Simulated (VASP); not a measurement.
A run of VASP 6.6.1 is set up as follows.

POSCAR

```
GaN
1.0
    0.0000000000      2.2750000000      2.2750000000
    2.2750000000      0.0000000000      2.2750000000
    2.2750000000      2.2750000000      0.0000000000
Ga N
1 1
Direct
    0.0076134101      0.0076134101      0.0076134101
    0.2500000000      0.2500000000      0.2500000000
```

Contents of INCAR.step1:

```
PREC = Accurate
ENCUT = 520
EDIFF = 1E-5
ISMEAR = -1
SIGMA = 0.05
LREAL = F
LASPH = T
NELM = 100
ALGO = Normal
ISIF = 2
LWAVE = T
LCHARG = F
NBANDS = 16
GGA = PE
```

Contents of INCAR.step2:

```
PREC = Accurate
ENCUT = 520
EDIFF = 1E-6
ISMEAR = -1
SIGMA = 0.05
LREAL = F
LASPH = T
NELM = 100
ALGO = Normal
ISIF = 2
LWAVE = F
LCHARG = F
GGA = PE
LHFCALC = T
HFSCREEN = 0.2079
PRECFOCK = Normal
NBANDS = 16
ISTART = 1
```

KPOINTS

```
Automatic mesh
0
Gamma
  4 4 4
```

Potentials or basis: VASP PAW PBE potentials, release 64 (Ga_d, N).

Launch:

```bash
$ cat potpaw_PBE.64/Ga_d/POTCAR potpaw_PBE.64/N/POTCAR > POTCAR
$ cp INCAR.step1 INCAR
$ mpirun -np 1 vasp_std > vasp.out
$ cp INCAR.step2 INCAR
$ mpirun -np 1 vasp_std > vasp.out
```

Question: Predict the band gap on the k mesh.

Answer: 2.72 eV, direct.

Question: Estimate the largest force.

Answer: 0.799 eV/Å.

Forces in eV/Å, atoms in the order of the input:
```
Ga  -0.461 -0.461 -0.461
N    0.461  0.461  0.461
```

Caveat: the k points lie up to 0.60 Å⁻¹ apart; the PAW data sets were made with another functional, which shifts forces and pressure a little.
